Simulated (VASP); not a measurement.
# TiO2 (P4_2/mnm) in VASP: single point with PBE

Aim: the single point of TiO2 with PBE.

All numbers are computed with VASP 6.6.1; they aren't measurements. Logs are shortened: lines on timing, memory, paths and dates and some standing lists are left out, and cuts for length are marked.

## 1. The cell of the first run

It takes space group P4_2/mnm (No. 136, tetragonal). The conventional cell has a = 4.643 Å, b = 4.643 Å, c = 2.964 Å, α = 90.00°, β = 90.00°, γ = 90.00°. Within 2.6 Å of Ti (site symmetry mmm) lie 6 O at 1.96 to 2.00 Å. Within 2.6 Å of O (site symmetry m2m) lie 3 Ti at 1.96 to 2.00 Å and 1 O at 2.56 Å.

## 2. Single point, PBE

Contents of INCAR:

```
  PREC = Accurate
  ENCUT = 520
  EDIFF = 1E-7
  ISMEAR = 0
  SIGMA = 0.02
  LREAL = False
  LASPH = True
  NELM = 100
  ALGO = Normal
  ISIF = 2
  LWAVE = False
  LCHARG = False
  GGA = PE
  NBANDS = 33
```

Contents of KPOINTS:

```
Automatic mesh
0
Gamma
  6 6 10
```

Contents of POSCAR:

```
TiO2
1.0
    4.6433175426      0.0000000000      0.0000000000
    0.0000000000      4.6433175426      0.0000000000
    0.0000000000      0.0000000000      2.9638680066
Ti O
2 4
Direct
    0.5000000000      0.5000000000      0.0000000000
    0.0000000000      0.0000000000      0.5000000000
    0.6948714494      0.6948714494      0.5000000000
    0.8051285506      0.1948714494      0.0000000000
    0.1948714494      0.8051285506      0.0000000000
    0.3051285506      0.3051285506      0.5000000000
```

Potentials or basis: VASP PAW PBE potentials, release 64 (Ti_sv, O).

On the command line:

```bash
$ cat potpaw_PBE.64/Ti_sv/POTCAR potpaw_PBE.64/O/POTCAR > POTCAR
$ mpirun -np 1 vasp_std > vasp.out
```

OUTCAR:

```text
PREC = Accurate
   ENCUT = 520
   EDIFF = 1E-7
   ISMEAR = 0
   LREAL = False
   LASPH = True
   NELM = 100
   ISIF = 2
   GGA = PE

 ion  position               nearest neighbor table
   1  0.500  0.500  0.000-   3 1.96   6 1.96   3 1.96   6 1.96   5 2.00   4 2.00
   2  0.000  0.000  0.500-   4 1.96   5 1.96   4 1.96   5 1.96   3 2.00   6 2.00
   3  0.695  0.695  0.500-   1 1.96   1 1.96   2 2.00
   4  0.805  0.195  0.000-   2 1.96   2 1.96   1 2.00
   5  0.195  0.805  0.000-   2 1.96   2 1.96   1 2.00
   6  0.305  0.305  0.500-   1 1.96   1 1.96   2 2.00

  LATTYP: Found a simple tetragonal cell.
 ALAT       =     4.6433175426
 C/A-ratio  =     0.6383082741

  Lattice vectors:

 A1 = (   4.6433175426,   0.0000000000,   0.0000000000)
 A2 = (   0.0000000000,   4.6433175426,   0.0000000000)
 A3 = (   0.0000000000,   0.0000000000,   2.9638680066)

Analysis of symmetry for initial positions (statically):
=====================================================================
 Subroutine PRICEL returns:
 Original cell was already a primitive cell.

 Routine SETGRP: Setting up the symmetry group for a
 simple tetragonal supercell.

 Subroutine GETGRP returns: Found 16 space group operations
 (whereof  8 operations were pure point group operations)
 out of a pool of 16 trial point group operations.

The static configuration has the point symmetry D_2h.
 The point group associated with its full space group is D_4h.

Analysis of symmetry for dynamics (positions and initial velocities):
=====================================================================
 Subroutine PRICEL returns:
 Original cell was already a primitive cell.

 Routine SETGRP: Setting up the symmetry group for a
 simple tetragonal supercell.

 Subroutine GETGRP returns: Found 16 space group operations
 (whereof  8 operations were pure point group operations)
 out of a pool of 16 trial point group operations.

The dynamic configuration has the point symmetry D_2h.
 The point group associated with its full space group is D_4h.

 Subroutine INISYM returns: Found 16 space group operations
 (whereof  8 operations are pure point group operations),
 and found     1 'primitive' translations

----------------------------------------------------------------------------------------

                                     Primitive cell

  volume of cell :      63.9022

  direct lattice vectors                    reciprocal lattice vectors
     4.643317543  0.000000000  0.000000000     0.215363259  0.000000000  0.000000000
     0.000000000  4.643317543  0.000000000     0.000000000  0.215363259  0.000000000
     0.000000000  0.000000000  2.963868007     0.000000000  0.000000000  0.337396941

  length of vectors
     4.643317543  4.643317543  2.963868007     0.215363259  0.215363259  0.337396941

  position of ions in fractional coordinates (direct lattice)
     0.500000000  0.500000000  0.000000000
     0.000000000  0.000000000  0.500000000
     0.694871449  0.694871449  0.500000000
     0.805128551  0.194871449  0.000000000
     0.194871449  0.805128551  0.000000000
     0.305128551  0.305128551  0.500000000

  ion indices of the primitive-cell ions
   primitive index   ion index
                 1           1
                 2           2
                 3           3
                 4           4
                 5           5
                 6           6

----------------------------------------------------------------------------------------

 KPOINTS: Automatic mesh

Automatic generation of k-mesh.
 Grid dimensions read from file:
 generate k-points for:    6    6   10

 Generating k-lattice:

  Cartesian coordinates                     Fractional coordinates (reciprocal lattice)
     0.035893877  0.000000000  0.000000000     0.166666667  0.000000000  0.000000000
     0.000000000  0.035893877  0.000000000     0.000000000  0.166666667  0.000000000
     0.000000000  0.000000000  0.033739694     0.000000000  0.000000000  0.100000000

  Length of vectors
     0.035893877  0.035893877  0.033739694

  Shift w.r.t. Gamma in fractional coordinates (k-lattice)
     0.000000000  0.000000000  0.000000000

 Subroutine IBZKPT returns following result:
 ===========================================

 Found     60 irreducible k-points:

 Following reciprocal coordinates:
            Coordinates               Weight
  0.000000  0.000000  0.000000      1.000000
  0.166667  0.000000  0.000000      4.000000
  0.333333  0.000000  0.000000      4.000000
  0.500000  0.000000  0.000000      2.000000
  0.166667  0.166667  0.000000      4.000000
  0.333333  0.166667  0.000000      8.000000
[... 16 lines left out ...]
  0.333333  0.000000  0.200000      8.000000
  0.500000  0.000000  0.200000      4.000000
 [... further k-points ...]
   k-points           NKPTS =     60   k-points in BZ     NKDIM =     60   number of bands    NBANDS=     33
   number of dos      NEDOS =    301   number of ions     NIONS =      6
   total plane-waves  NPLWV =  31104
   dimension x,y,z NGX =    36 NGY =   36 NGZ =   24
   dimension x,y,z NGXF=    72 NGYF=   72 NGZF=   48
   ions per type =               2   4
   NGX,Y,Z   is equivalent  to a cutoff of  12.89, 12.89, 13.46 a.u.
   NGXF,Y,Z  is equivalent  to a cutoff of  25.78, 25.78, 26.92 a.u.
 SYSTEM =  unknown system
   PREC   = accura    normal or accurate (medium, high low for compatibility)
   ISTART =      0    job   : 0-new  1-cont  2-samecut
   ICHARG =      2    charge: 1-file 2-atom 10-const
   ISPIN  =      1    spin polarized calculation?
   LNONCOLLINEAR =      F non collinear calculations
   LSORBIT =      F    spin-orbit coupling
   LASPH  =      T    aspherical Exc in radial PAW
   ENCUT  =  520.0 eV  38.22 Ry    6.18 a.u.   8.63  8.63  5.51*2*pi/ulx,y,z
   NELM   =    100;   NELMIN=  2; NELMDL= -5     # of ELM steps
   EDIFF  = 0.1E-06   stopping-criterion for ELM
   LREAL  =      F    real-space projection
   EDIFFG = 0.1E-05   stopping-criterion for IOM
   NSW    =      0    number of steps for IOM
   IBRION =     -1    ionic relax: 0-MD 1-quasi-New 2-CG
   NFREE  =      0    steps in history (QN), initial steepest desc. (CG)
   ISIF   =      2    stress and relaxation
   ISYM   =      2    0-nonsym 1-usesym 2-fastsym
   POTIM  = 0.5000    time-step for ionic-motion
   TEBEG  =    0.0;   TEEND  =   0.0 temperature during run
   PSTRESS=    0.0 pullay stress
   NELECT =      48.0000    total number of electrons
   NUPDOWN=      -1.0000    fix difference up-down
   EMIN   =  10.00;   EMAX   =-10.00  energy-range for DOS
   EFERMI =   0.00;   METHOD = LEGACY
   ISMEAR =     0;   SIGMA  =   0.02  broadening in eV -4-tet -1-fermi 0-gaus
   EFERMI_NEDOS =   21; number of points for ismear=-14 and -15
   IALGO  =     38    algorithm
   IMIX   =      4    mixing-type and parameters
     AMIX     =   0.40;   BMIX     =  1.00
     AMIX_MAG =   1.60;   BMIX_MAG =  1.00
  volume/ion in A,a.u.               =      10.65        71.87
  Fermi-wavevector in a.u.,A,eV,Ry     =   1.488161  2.812217 30.131793  2.214624
  Thomas-Fermi vector in A             =   2.601231
   LORBIT       =      0    0 simple, 1 ext, 2 COOP (PROOUT), +10 PAW based schemes
   GGA     = PE    functional components
   LHFCALC =     F    Hartree Fock is set to
   AEXX    =    0.0000 exact exchange contribution
   IVDW    =     0    specifies the selected vdW correction
   LEPSILON=     F    determine dielectric tensor
   LRPA    =     F    only Hartree local field effects (RPA)
 non-spin polarized calculation
 Gauss-broadening in eV      SIGMA  =   0.02
  energy-cutoff  :      520.00
  volume of cell :       63.90
 maximum number of plane-waves:      1748
 NGX is ok and might be reduce to    36
   NGX = 17   NGY = 17   NGZ = 11

 number of electron      48.0000021 magnetization

 Free energy of the ion-electron system (eV)
  ---------------------------------------------------
  ext. energy  EPLUGINS =         0.00000000
  ---------------------------------------------------
  free energy    TOTEN  =       -53.67621797 eV

  energy without entropy =      -53.67621797  energy(sigma->0) =      -53.67621797

 E-fermi :   4.6970     XC(G=0): -11.2846

 val. band max:        4.5767528331   @ k =   0.0000   0.0000   0.0000
 cond. band min:       6.4121129432   @ k =   0.0000   0.0000   0.0000
 fundamental gap:      1.8353601100
 Fermi energy:         4.6970166447

 k-point     1 :       0.0000    0.0000    0.0000
  band No.  band energies     occupation
      1     -52.3820      2.00000
      2     -52.3672      2.00000
      3     -28.6689      2.00000
      4     -28.6689      2.00000
      5     -28.5190      2.00000
      6     -28.5190      2.00000
[... 25 lines left out ...]
     32      11.0480      0.00000
     33      11.0492      0.00000

 k-point     2 :       0.1667    0.0000    0.0000
  band No.  band energies     occupation
      1     -52.3811      2.00000
      2     -52.3682      2.00000
      3     -28.6611      2.00000
      4     -28.6605      2.00000
      5     -28.5283      2.00000
      6     -28.5276      2.00000
[... 25 lines left out ...]
     32      10.9622      0.00000
     33      10.9799      0.00000

 k-point     3 :       0.3333    0.0000    0.0000
  band No.  band energies     occupation
      1     -52.3783      2.00000
      2     -52.3709      2.00000
      3     -28.6408      2.00000
      4     -28.6391      2.00000
      5     -28.5514      2.00000
      6     -28.5496      2.00000
[... 25 lines left out ...]
     32      10.7911      0.00000
     33      10.8252      0.00000

 k-point     4 :       0.5000    0.0000    0.0000
  band No.  band energies     occupation
      1     -52.3746      2.00000
      2     -52.3746      2.00000
      3     -28.6239      2.00000
      4     -28.6239      2.00000
      5     -28.5674      2.00000
      6     -28.5674      2.00000
[... 673 lines left out ...]
     32      10.3502      0.00000
     33      10.5647      0.00000

 k-point    23 :       0.3333    0.0000    0.2000
  band No.  band energies     occupation
      1     -52.3643      2.00000
      2     -52.3583      2.00000
      3     -28.6393      2.00000
      4     -28.6209      2.00000
      5     -28.6026      2.00000
      6     -28.5898      2.00000
[... 25 lines left out ...]
     32       9.9608      0.00000
     33      10.5653      0.00000

 k-point    24 :       0.5000    0.0000    0.2000
  band No.  band energies     occupation
      1     -52.3613      2.00000
      2     -52.3613      2.00000
      3     -28.6319      2.00000
      4     -28.6319      2.00000
      5     -28.5862      2.00000
      6     -28.5862      2.00000
[... 25 lines left out ...]
     32       9.7625      0.00000
     33      10.9150      0.00000

 [... further k-points ...]

------------------------ aborting loop because EDIFF is reached ----------------------------------------

  FORCE on cell =-STRESS in cart. coord.  units (eV):
  Direction    XX          YY          ZZ          XY          YZ          ZX
  --------------------------------------------------------------------------------------
  -------------------------------------------------------------------------------------
  Total        0.2192982      0.2192982      0.3494904      0.0000000      0.0000000      0.0000000
  in kB        5.4983212      5.4983212      8.7625436      0.0000000      0.0000000      0.0000000
  external PRESSURE =       6.5863954 kB  Pullay stress =       0.0000000 kB

 VOLUME and BASIS-vectors are now :
 -----------------------------------------------------------------------------
  energy-cutoff  :      520.00
  volume of cell :       63.90
      direct lattice vectors                 reciprocal lattice vectors
     4.643317543  0.000000000  0.000000000     0.215363259  0.000000000  0.000000000
     0.000000000  4.643317543  0.000000000     0.000000000  0.215363259  0.000000000
     0.000000000  0.000000000  2.963868007     0.000000000  0.000000000  0.337396941

 POSITION                                       TOTAL-FORCE (eV/Angst)
 -----------------------------------------------------------------------------------
      2.32166      2.32166      0.00000        -0.000000     -0.000000     -0.000000
      0.00000      0.00000      1.48193        -0.000000     -0.000000     -0.000000
      3.22651      3.22651      1.48193         0.020269      0.020269      0.000000
      3.73847      0.90485      0.00000        -0.020269      0.020269      0.000000
      0.90485      3.73847      0.00000         0.020269     -0.020269     -0.000000
      1.41681      1.41681      1.48193        -0.020269     -0.020269     -0.000000
 -----------------------------------------------------------------------------------
    total drift:                                0.000000      0.000000     -0.000000

  FREE ENERGIE OF THE ION-ELECTRON SYSTEM (eV)
  ---------------------------------------------------
  free  energy   TOTEN  =       -53.6762179651 eV

  energy  without entropy=      -53.6762179651  energy(sigma->0) =      -53.67621797
```

Wall time 3 min (1 thread of Intel Xeon 8259CL, shared host); peak memory 0.24 GiB.

What came out:

| Property | Result |
| --- | --- |
| Free energy | -53.6762 eV |
| Pressure | 0.7 GPa |
| Largest force | 0.029 eV/Å |
| Band gap on the k mesh | 1.84 eV |

Forces on the atoms (eV/Å):
```
Ti   0.000  0.000  0.000
Ti   0.000  0.000  0.000
O    0.020  0.020  0.000
O   -0.020  0.020  0.000
O    0.020 -0.020  0.000
O   -0.020 -0.020  0.000
```
